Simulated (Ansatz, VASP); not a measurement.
This is a calculation of Sc for Ansatz 0.2.0.

Contents of input.yaml:

```yaml
crystal:
  lattice:
    - [-1.9172054859, 1.9172054859, 1.717603]
    - [1.9172054859, -1.9172054859, 1.717603]
    - [1.9172054859, 1.9172054859, -1.717603]
  atoms:
    - { symbol: Sc, position: [0.0, 0.0, 0.0] }
kpoints:
  mp_grid: { grid: [10, 10, 10] }
scf:
  occupations: { method: gaussian, width: 0.05 }
hamiltonian:
  xc: pbe
  pseudopotentials: { kind: all_electron, lapw: { basis_error: 0.001 } }
output:
  forces: true
  stress: true
  eigenvalues: true
```

Potentials or basis: all-electron LAPW, scalar-relativistic.

Launch:

```console
$ ansatz run input.yaml --threads 1 --pin off --max-ram 3072MiB --backend cpu --events-out ev --progress --plain --runs-dir out
```

Task: Set up the same calculation for VASP 6.6.1. Potentials there: VASP PAW PBE potentials, release 64 (Sc_sv).

Result: As run (the cutoff follows the program's own potentials):

The input INCAR:

```
SYSTEM = Sc
ALGO = Normal
EDIFF = 1E-7
ENCUT = 520
GGA = PE
ISIF = 2
ISMEAR = 0
LASPH = .True.
LCHARG = .False.
LREAL = .False.
LWAVE = .False.
NBANDS = 12
NELM = 60
PREC = Accurate
SIGMA = 0.05
```

KPOINTS

```
k-points
0
Gamma
  10 10 10
  0 0 0
```

POSCAR

```
Sc
1.0
   -1.9172054859      1.9172054859      1.7176030000
    1.9172054859     -1.9172054859      1.7176030000
    1.9172054859      1.9172054859     -1.7176030000
Sc
1
Direct
    0.0000000000      0.0000000000      0.0000000000
```

Potentials or basis: VASP PAW PBE potentials, release 64 (Sc_sv).

Run with:

```console
$ cat potpaw_PBE.64/Sc_sv/POTCAR > POTCAR
$ mpirun -np 1 vasp_std > vasp.out
```

Both were run:

|  | VASP | Ansatz | Ansatz less VASP |
| --- | --- | --- | --- |
| gap on the k mesh at the Fermi level (eV) | none | none | - |
| pressure (GPa) | -0.8 | -0.9 | -0.03 |
| traceless stress, the component that is largest in VASP (GPa) | 0.54 | 0.54 | +0.001 |

A gap of «none» marks a metal or a gap that the smearing closes. Ansatz ran all-electron here, and VASP with PAW potentials.
